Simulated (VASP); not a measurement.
# W in VASP: further runs, part 2 of 2

VASP 6.6.1. The steps go on from the part before.

## Step 5: Single point, PBE

This run uses another cell than the first one.

The input, INCAR:

```
PREC = Accurate
ENCUT = 520
EDIFF = 1E-6
ISMEAR = 0
SIGMA = 0.1
LREAL = F
LASPH = T
NELM = 80
ALGO = Normal
ISIF = 2
LWAVE = F
LCHARG = T
LDIPOL = T
IDIPOL = 3
DIPOL = 0.5 0.5 0.500
GGA = PE
LELF = T
LVHAR = T
LVACPOTAV = T
NBANDS = 43
```

The input, KPOINTS:

```
Automatic mesh
0
Gamma
  12 12 1
```

The input, POSCAR:

```
W
1.0
    2.8545944811      0.0000000000      0.0000000000
   -1.4272972405      2.4721513381      0.0000000000
    0.0000000000      0.0000000000     16.3230665350
W
5
Direct
    0.6666666667      0.3333333333      0.2144204946
    0.3333333333      0.6666666667      0.3572102473
    0.0000000000      0.0000000000      0.5000000000
    0.6666666667      0.3333333333      0.6427897527
    0.3333333333      0.6666666667      0.7855795054
```

Potentials or basis: VASP PAW PBE potentials, release 64 (W_sv).

On the command line:

```
> cat potpaw_PBE.64/W_sv/POTCAR > POTCAR
> mpirun -np 1 vasp_std > vasp.out
```

OUTCAR:

```text
PREC = Accurate
   ENCUT = 520
   EDIFF = 1E-6
   ISMEAR = 0
   LREAL = F
   LASPH = T
   NELM = 80
   ISIF = 2
   GGA = PE

 ion  position               nearest neighbor table
   1  0.667  0.333  0.214-   2 2.85   2 2.85   2 2.85
   2  0.333  0.667  0.357-   1 2.85   3 2.85   1 2.85   3 2.85   3 2.85   1 2.85
   3  0.000  0.000  0.500-   2 2.85   4 2.85   2 2.85   4 2.85   4 2.85   2 2.85
   4  0.667  0.333  0.643-   5 2.85   3 2.85   5 2.85   3 2.85   3 2.85   5 2.85
   5  0.333  0.667  0.786-   4 2.85   4 2.85   4 2.85

  LATTYP: Found a hexagonal cell.
 ALAT       =     2.8545944811
 C/A-ratio  =     5.7181735070

  Lattice vectors:

 A1 = (   2.8545944811,   0.0000000000,   0.0000000000)
 A2 = (  -1.4272972405,   2.4721513381,   0.0000000000)
 A3 = (   0.0000000000,   0.0000000000,  16.3230665350)

Analysis of symmetry for initial positions (statically):
=====================================================================
 Subroutine PRICEL returns:
 Original cell was already a primitive cell.

[... 171 lines left out ...]

  energy without entropy =      -60.00754749  energy(sigma->0) =      -60.02399647

 E-fermi :   6.2006     XC(G=0): -10.6095

 val. band max:        6.1969032642   @ k =   0.0000   0.0000   0.0000
 cond. band min:       6.2006575017   @ k =   0.0833   0.0833   0.0000
 fundamental gap:      0.0037542376
 Fermi energy:         6.2006108492

 k-point     1 :       0.0000    0.0000    0.0000
  band No.  band energies     occupation
      1     -67.5837      2.00000
      2     -67.5827      2.00000
      3     -67.5130      2.00000
      4     -67.4999      2.00000
      5     -67.4079      2.00000
      6     -32.2602      2.00000
[... 863 lines left out ...]
     42       9.2045      0.00000
     43      10.4110      0.00000

------------------------ aborting loop because EDIFF is reached ----------------------------------------

  FORCE on cell =-STRESS in cart. coord.  units (eV):
  Direction    XX          YY          ZZ          XY          YZ          ZX
  --------------------------------------------------------------------------------------
  -------------------------------------------------------------------------------------
  Total       -7.1379472     -7.1379472      0.9352745     -0.0000000      0.0000000     -0.0000000
  in kB      -99.2802094    -99.2802094     13.0085372     -0.0000000      0.0000000     -0.0000000
  external PRESSURE =     -61.8506272 kB  Pullay stress =       0.0000000 kB

 VOLUME and BASIS-vectors are now :
 -----------------------------------------------------------------------------
  energy-cutoff  :      520.00
  volume of cell :      115.19
      direct lattice vectors                 reciprocal lattice vectors
     2.854594481  0.000000000  0.000000000     0.350312455  0.202252990  0.000000000
    -1.427297240  2.472151338  0.000000000     0.000000000  0.404505980  0.000000000
     0.000000000  0.000000000 16.323066535     0.000000000  0.000000000  0.061262998

 POSITION                                       TOTAL-FORCE (eV/Angst)
 -----------------------------------------------------------------------------------
      1.42730      0.82405      3.50000        -0.000000      0.000000     -0.225090
     -0.00000      1.64810      5.83077         0.000000      0.000000      0.184603
      0.00000      0.00000      8.16153         0.000000      0.000000      0.000000
      1.42730      0.82405     10.49230        -0.000000     -0.000000     -0.184603
     -0.00000      1.64810     12.82307         0.000000     -0.000000      0.225090
 -----------------------------------------------------------------------------------
    total drift:                               -0.000000     -0.000000      0.000000

  FREE ENERGIE OF THE ION-ELECTRON SYSTEM (eV)
  ---------------------------------------------------
  free  energy   TOTEN  =       -60.0404454566 eV

  energy  without entropy=      -60.0075474917  energy(sigma->0) =      -60.02399647
```

OSZICAR:

```text
N       E                     dE             d eps       ncg     rms          rms(c)
DAV:   1     0.950204327318E+03    0.95020E+03   -0.43199E+04  1738   0.181E+03
DAV:   2    -0.122845406537E+02   -0.96249E+03   -0.94662E+03  1773   0.578E+02
DAV:   3    -0.616447141724E+02   -0.49360E+02   -0.47385E+02  1990   0.127E+02
[... 12 lines left out ...]
DAV:  16    -0.600403819271E+02    0.55720E-04   -0.44783E-04  1929   0.122E-01    0.210E-02
DAV:  17    -0.600404285905E+02   -0.46663E-04   -0.89583E-05  1780   0.734E-02    0.155E-02
DAV:  18    -0.600404408585E+02   -0.12268E-04   -0.17861E-05  1782   0.256E-02    0.115E-02
DAV:  19    -0.600404446825E+02   -0.38240E-05   -0.74469E-06  1388   0.174E-02    0.507E-03
DAV:  20    -0.600404454566E+02   -0.77412E-06   -0.12806E-06  1284   0.756E-03
   1 F= -.60040445E+02 E0= -.60023996E+02  d E =-.328980E-01
```

stdout:

```text
POSCAR found type information on POSCAR W
 POSCAR found :  1 types and       5 ions
 scaLAPACK will be used
 LDA part: xc-table for (Slater+PW92), standard interpolation
 POSCAR, INCAR and KPOINTS ok, starting setup
[... 62 lines left out ...]
|           W    W  A    A  R    R  N    N  II  N    N   GGGG   !!!           |
|                                                                             |
|     Did not find any points to average over, which means that no vacuum     |
|     field-free region was found. Please increase the size of  your cell     |
|     in the dimension of the dipole correction to obtain accurate            |
|     workfunction values.                                                    |
|                                                                             |
 -----------------------------------------------------------------------------
```

It took 78 s on 1 thread of Intel Xeon 6975P-C (Granite Rapids), shared host; peak memory 0.27 GiB.

Results:

* Free energy: -60.0404 eV
* Largest force: 0.225 eV/Å
* Band gap on the k mesh: zero (bands 35 and 36 overlap by 1.33 eV)

Forces in eV/Å, atoms in the order of the input:
```
W    0.000  0.000 -0.225
W    0.000  0.000  0.185
W    0.000  0.000  0.000
W    0.000  0.000 -0.185
W    0.000  0.000  0.225
```

Levels at points of the mesh, in eV from the Fermi level:
| k point | band 32 | band 33 | band 34 | band 35 | band 36 | band 37 | band 38 | band 39 |
| --- | --- | --- | --- | --- | --- | --- | --- | --- |
| (0.00, 0.00, 0.00) | -0.43 | -0.43 | -0.41 | -0.41 | -0.09 | -0.06 | -0.06 | 0.00 |
| (0.50, 0.00, 0.00) | -0.53 | -0.37 | 0.28 | 0.63 | 1.35 | 1.59 | 1.85 | 3.12 |

Caveat: spin-orbit coupling is left out, which moves the levels of the heavy elements.

## Step 6: Single point, PBE

The input, INCAR:

```
SYSTEM = W
PREC = Accurate ; ENCUT = 520
EDIFF = 1E-6 ; ISMEAR = 0
SIGMA = 0.1 ; LREAL = .FALSE.
LASPH = .TRUE. ; NELM = 80
ALGO = Normal ; ISIF = 2
LWAVE = .FALSE. ; LCHARG = .FALSE.
LDIPOL = .TRUE. ; IDIPOL = 3
DIPOL = 0.5 0.5 0.500 ; GGA = PE
NBANDS = 43
```

The input, KPOINTS:

```
Automatic mesh
0
G
  18 18 1
  0 0 0
```

The input, POSCAR:

```
W
1.0
    2.8545944811      0.0000000000      0.0000000000
   -1.4272972405      2.4721513381      0.0000000000
    0.0000000000      0.0000000000     24.3230665350
W
5
Direct
    0.6666666667      0.3333333333      0.3083492778
    0.3333333333      0.6666666667      0.4041746389
    0.0000000000      0.0000000000      0.5000000000
    0.6666666667      0.3333333333      0.5958253611
    0.3333333333      0.6666666667      0.6916507222
```

Potentials or basis: VASP PAW PBE potentials, release 64 (W_sv).

On the command line:

```
> cat potpaw_PBE.64/W_sv/POTCAR > POTCAR
> mpirun -np 1 vasp_std > vasp.out
```

OUTCAR:

```text
SYSTEM = W
   PREC = Accurate
   ENCUT = 520
   EDIFF = 1E-6
   ISMEAR = 0
   LREAL = .FALSE.
   LASPH = .TRUE.
   NELM = 80
   ISIF = 2
   GGA = PE

 ion  position               nearest neighbor table
   1  0.667  0.333  0.308-   2 2.85   2 2.85   2 2.85
   2  0.333  0.667  0.404-   1 2.85   3 2.85   1 2.85   3 2.85   3 2.85   1 2.85
   3  0.000  0.000  0.500-   2 2.85   4 2.85   2 2.85   4 2.85   4 2.85   2 2.85
   4  0.667  0.333  0.596-   5 2.85   3 2.85   5 2.85   3 2.85   3 2.85   5 2.85
   5  0.333  0.667  0.692-   4 2.85   4 2.85   4 2.85

  LATTYP: Found a hexagonal cell.
 ALAT       =     2.8545944811
 C/A-ratio  =     8.5206731450
[... 1312 lines left out ...]
  -------------------------------------------------------------------------------------
  Total       -6.9967495     -6.9967495      1.0184127     -0.0000000      0.0000000      0.0000000
  in kB      -65.3084089    -65.3084089      9.5059734     -0.0000000      0.0000000      0.0000000
  external PRESSURE =     -40.3702815 kB  Pullay stress =       0.0000000 kB

 VOLUME and BASIS-vectors are now :
 -----------------------------------------------------------------------------
  energy-cutoff  :      520.00
  volume of cell :      171.65
      direct lattice vectors                 reciprocal lattice vectors
     2.854594481  0.000000000  0.000000000     0.350312455  0.202252990  0.000000000
    -1.427297240  2.472151338  0.000000000     0.000000000  0.404505980  0.000000000
     0.000000000  0.000000000 24.323066535     0.000000000  0.000000000  0.041113237

 POSITION                                       TOTAL-FORCE (eV/Angst)
 -----------------------------------------------------------------------------------
      1.42730      0.82405      7.50000         0.000000     -0.000000     -0.205426
     -0.00000      1.64810      9.83077        -0.000000      0.000000      0.181075
      0.00000      0.00000     12.16153         0.000000      0.000000      0.000000
      1.42730      0.82405     14.49230         0.000000      0.000000     -0.181075
     -0.00000      1.64810     16.82307        -0.000000      0.000000      0.205426
 -----------------------------------------------------------------------------------
    total drift:                                0.000000      0.000000      0.000000

  FREE ENERGIE OF THE ION-ELECTRON SYSTEM (eV)
  ---------------------------------------------------
  free  energy   TOTEN  =       -60.0271661669 eV

  energy  without entropy=      -59.9924438280  energy(sigma->0) =      -60.00980500

 vacuum level on the upper side and lower side of the slab         7.284         7.284
```

OSZICAR:

```text
N       E                     dE             d eps       ncg     rms          rms(c)
DAV:   1     0.889516903143E+03    0.88952E+03   -0.44334E+04  3638   0.166E+03
DAV:   2    -0.258331018191E+02   -0.91535E+03   -0.90111E+03  3580   0.526E+02
DAV:   3    -0.624359692254E+02   -0.36603E+02   -0.35446E+02  3950   0.107E+02
[... 17 lines left out ...]
DAV:  21    -0.600271266004E+02   -0.16038E-04   -0.10142E-05  2797   0.173E-02    0.806E-03
DAV:  22    -0.600271342068E+02   -0.76064E-05   -0.89037E-07  2201   0.424E-03    0.531E-03
DAV:  23    -0.600271606802E+02   -0.26473E-04   -0.18791E-06  2389   0.924E-03    0.578E-03
DAV:  24    -0.600271654867E+02   -0.48065E-05   -0.32730E-07  2020   0.330E-03    0.428E-03
DAV:  25    -0.600271661669E+02   -0.68015E-06   -0.61989E-08  1867   0.198E-03
   1 F= -.60027166E+02 E0= -.60009805E+02  d E =-.347223E-01
```

Wall time 4.2 min (1 thread of Intel Xeon 6975P-C (Granite Rapids), shared host); peak memory 0.4 GiB.

Results:

- Free energy: -60.0272 eV
- Largest force: 0.205 eV/Å
- Band gap on the k mesh: zero (bands 35 and 36 overlap by 1.34 eV)

Forces in eV/Å, atoms in the order of the input:
```
W    0.000  0.000 -0.205
W    0.000  0.000  0.181
W    0.000  0.000  0.000
W    0.000  0.000 -0.181
W    0.000  0.000  0.205
```

Caveat: spin-orbit coupling is left out, which moves the levels of the heavy elements.

## Step 7: Summary

| level | cell | k mesh | smearing | gap on the mesh (eV) | largest force (eV/Å) |
| --- | --- | --- | --- | --- | --- |
| PBE | a = 2.855, b = 2.855, c = 24.323 Å, angles 90.0, 90.0, 120.0°, 5 atoms | 12 × 12 × 1 | gaussian 0.1 eV | none | 0.21 |
| PBE | a = 2.855, b = 2.855, c = 24.323 Å, angles 90.0, 90.0, 120.0°, 5 atoms | 12 × 12 × 1 | methfessel-paxton 0.2 eV | none | 0.22 |
| PBEsol | a = 2.855, b = 2.855, c = 24.323 Å, angles 90.0, 90.0, 120.0°, 5 atoms | 12 × 12 × 1 | gaussian 0.1 eV | none | 0.19 |
| PBE | a = 2.855, b = 2.855, c = 16.323 Å, angles 90.0, 90.0, 120.0°, 5 atoms | 12 × 12 × 1 | gaussian 0.1 eV | none | 0.23 |
| PBE | a = 2.855, b = 2.855, c = 24.323 Å, angles 90.0, 90.0, 120.0°, 5 atoms | 18 × 18 × 1 | gaussian 0.1 eV | none | 0.21 |

Alike in all rows: task single point; potentials or basis VASP PAW PBE potentials, release 64 (W_sv); no spin polarisation; cutoff (eV) 520.

Caveats: spin-orbit coupling is left out, which moves the levels of the heavy elements; the PAW data sets were made with another functional, which shifts forces and pressure a little (at least some runs).

Total energies depend on the potentials used, so only differences within one code and one set of settings carry meaning.
